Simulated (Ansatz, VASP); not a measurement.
**One calculation of KTaO3, two programs**

Contents of INCAR:

```
SYSTEM = KTaO3
PREC = Accurate
ENCUT = 520
EDIFF = 1E-8
ISMEAR = -1
SIGMA = 0.01
LREAL = .False.
LASPH = .True.
NELM = 60
ALGO = Normal
ISIF = 2
LWAVE = .False.
LCHARG = .False.
GGA = PE
LEFG = .True.
NBANDS = 27
```

Contents of KPOINTS:

```
Automatic mesh
0
Gamma
  5 5 5
  0 0 0
```

The input POSCAR:

```
KTaO3
1.0
    3.9883000000     -0.0398830000     -0.0398830000
   -0.0398830000      3.9883000000     -0.0398830000
   -0.0398830000     -0.0398830000      3.9883000000
K Ta O
1 1 3
Direct
    0.5000000000      0.5000000000      0.5000000000
    0.0000000000      0.0000000000      0.0000000000
    0.5000000000      0.0000000000      0.0000000000
    0.0000000000      0.5000000000      0.0000000000
    0.0000000000      0.0000000000      0.5000000000
```

Input for Ansatz:

```yaml
crystal:
  lattice:
    - [3.9883, -0.039883, -0.039883]
    - [-0.039883, 3.9883, -0.039883]
    - [-0.039883, -0.039883, 3.9883]
  atoms:
    - { symbol: K, position: [0.5, 0.5, 0.5] }
    - { symbol: Ta, position: [0.0, 0.0, 0.0] }
    - { symbol: O, position: [0.5, 0.0, 0.0] }
    - { symbol: O, position: [0.0, 0.5, 0.0] }
    - { symbol: O, position: [0.0, 0.0, 0.5] }
kpoints:
  mp_grid: { grid: [5, 5, 5] }
scf:
  occupations: { method: fermi_dirac, width: 0.01 }
hamiltonian:
  xc: pbe
  pseudopotentials: { kind: paw }
output:
  forces: true
  stress: true
  eigenvalues: true
  efg: { contact_densities: true }
  write_density: true
  write_potential: true
  elf: true
  volumetric_format: npy
```

Change from the starting cell: equal xy, yz and zx shear strains of -2 %, PAW files.

Alike in both runs: task electric field gradients; functional PBE; k mesh 5 × 5 × 5; occupations fermi-dirac, width 0.01 eV; no spin polarisation.

|  | VASP | Ansatz |
| --- | --- | --- |
| version | VASP 6.6.1 | Ansatz 0.2.0 |
| potentials or method | VASP PAW PBE potentials, release 64 (K_sv, Ta_pv, O) | PAW with Ansatz's default frozen-core files, scalar-relativistic |
| plane-wave cutoff (eV) | 520 | 420 |
| valence electrons in the cell | 38 | 40 |

```tsv
	VASP	Ansatz	Ansatz less VASP
gap on the k mesh at the Fermi level (eV)	2.21	2.25	+0.047
pressure (GPa)	6.1	5.5	-0.67
traceless stress, the component that is largest in VASP (GPa)	2.02	2.02	-0.001
size of Vzz on the site where it differs most (V/Å²)	45.7	53.2	+7.49
```

VASP's potentials hold 38 valence electrons a cell and Ansatz's 40, so a difference there can come from the potentials and not from the codes.

Neither program's run includes spin-orbit coupling.
